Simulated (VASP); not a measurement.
Wanted: the native input for a VASP 6.6.1 run.

* Task: single point
* Functional: PBE0
* Potentials or basis: VASP PAW PBE potentials, release 64 (Bi_d)
* Cutoff: 520 eV
* k mesh: 6 × 6 × 6
* Occupations: fermi-dirac, width 0.05 eV
* Spin: no spin polarisation
* Dipole correction: no
* Grid for exact exchange (PRECFOCK): Normal
* Further INCAR settings: ALGO = Normal; EDIFF = 1e-06; NBANDS = 14
* Share of exact exchange: 0.25

The system is Bi.

```
Bi
1.0
    -1.99455    1.99455    1.99455
     1.99455   -1.99455    1.99455
     1.99455    1.99455   -1.99455
Bi
1
Direct
  0.00000 0.00000 0.00000
```

This isn't the form of Bi at room conditions, which is rhombohedral.

The input as run:

POSCAR

```
Bi
1.0
   -1.9945529707      1.9945529707      1.9945529707
    1.9945529707     -1.9945529707      1.9945529707
    1.9945529707      1.9945529707     -1.9945529707
Bi
1
Direct
    0.0000000000      0.0000000000      0.0000000000
```

INCAR.step1

```
  PREC = Accurate
  ENCUT = 520
  EDIFF = 1E-5
  ISMEAR = -1
  SIGMA = 0.05
  LREAL = F
  LASPH = T
  NELM = 100
  ALGO = Normal
  ISIF = 2
  LWAVE = T
  LCHARG = F
  GGA = PE
  NBANDS = 14
```

INCAR.step2

```
  PREC = Accurate
  ENCUT = 520
  EDIFF = 1E-6
  ISMEAR = -1
  SIGMA = 0.05
  LREAL = F
  LASPH = T
  NELM = 100
  ALGO = Normal
  ISIF = 2
  LWAVE = F
  LCHARG = F
  GGA = PE
  LHFCALC = T
  AEXX = 0.25
  PRECFOCK = Normal
  ISTART = 1
  NBANDS = 14
```

KPOINTS

```
regular mesh
0
Gamma
  6 6 6
```

Potentials or basis: VASP PAW PBE potentials, release 64 (Bi_d).

Run with:

```bash
$ cat potpaw_PBE.64/Bi_d/POTCAR > POTCAR
$ cp INCAR.step1 INCAR
$ mpirun -np 1 vasp_std > vasp.out
$ cp INCAR.step2 INCAR
$ mpirun -np 1 vasp_std > vasp.out
```

It gave:

```yaml
Pressure: -1.9 GPa
Band_gap_on_the_k_mesh: zero (an odd number of electrons rules out a gap without spin polarisation)
```

Caveat: the k points lie up to 0.37 Å⁻¹ apart, too coarse for converged energies and pressures of a metal; the PAW data sets were made with another functional, which shifts forces and pressure a little; spin-orbit coupling is left out, which moves the levels of the heavy elements.

Wall time 12 min on 1 thread of Intel(R) Xeon(R) 6975P-C (Granite Rapids), with other jobs on the host, peak memory 0.17 GiB.
